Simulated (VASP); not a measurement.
Write the native input for VASP 6.6.1 that does the following.

```
Task                   : relaxation of cell and atoms
Functional             : BLYP
Potentials or basis    : VASP PAW PBE potentials, release 64 (Zr_sv)
Cutoff                 : 600 eV
k mesh                 : 11 × 11 × 11
Occupations            : fermi-dirac, width 0.1 eV
Spin                   : no spin polarisation
Dipole correction      : no
Further INCAR settings : ALGO = Normal; EDIFF = 1e-06; IBRION = 2; EDIFFG = -0.01; NSW = 80; ISIF = 3
```

The structure of Zr lies in POSCAR:

```
Zr
1.0
    2.9295905682      0.0000000000      0.0000000000
    0.0000000000      2.9295905682      0.0000000000
    0.0000000000      0.0000000000      2.9295905682
Zr
1
Direct
    0.0000000000      0.0000000000      0.0000000000
```

One way to write it, as run:

INCAR

```
  PREC = Accurate
  ENCUT = 600
  EDIFF = 1E-6
  ISMEAR = -1
  SIGMA = 0.1
  LREAL = False
  LASPH = True
  NELM = 80
  ALGO = Normal
  ISIF = 3
  LWAVE = False
  LCHARG = False
  GGA = B5
  ALDAX = 1.0
  AGGAX = 1.0
  AGGAC = 1.0
  ALDAC = 0.0
  IBRION = 2
  NSW = 80
  EDIFFG = -0.01
```

KPOINTS

```
regular mesh
0
Gamma
  11 11 11
```

Potentials or basis: VASP PAW PBE potentials, release 64 (Zr_sv).

Run with:

```sh
$ cat potpaw_PBE.64/Zr_sv/POTCAR > POTCAR
$ mpirun -np 1 vasp_std > vasp.out
```

Results of the run:

```json
{"Relaxed volume": "26.03 Å³/atom", "Relaxed cell": "a = 2.964 Å, b = 2.964 Å, c = 2.964 Å, α = 90.00°, β = 90.00°, γ = 90.00°", "Space group after relaxing (to 0.05 Å)": "Pm-3m (No. 221)", "Energy gained by relaxing": "6.1 meV/atom", "Ionic steps": "3", "Pressure after relaxing": "0.0 GPa", "Band gap on the k mesh": "zero (band 6 reaches 8.69 eV, above the bottom of band 7 at 6.39 eV)"}
```

Caveat: the PAW data sets were made with another functional, which shifts forces and pressure a little.

It took 57 s on 1 thread of AMD EPYC 7R43 64-Core Processor (Zen 3), with other jobs on the host, peak memory 0.11 GiB.
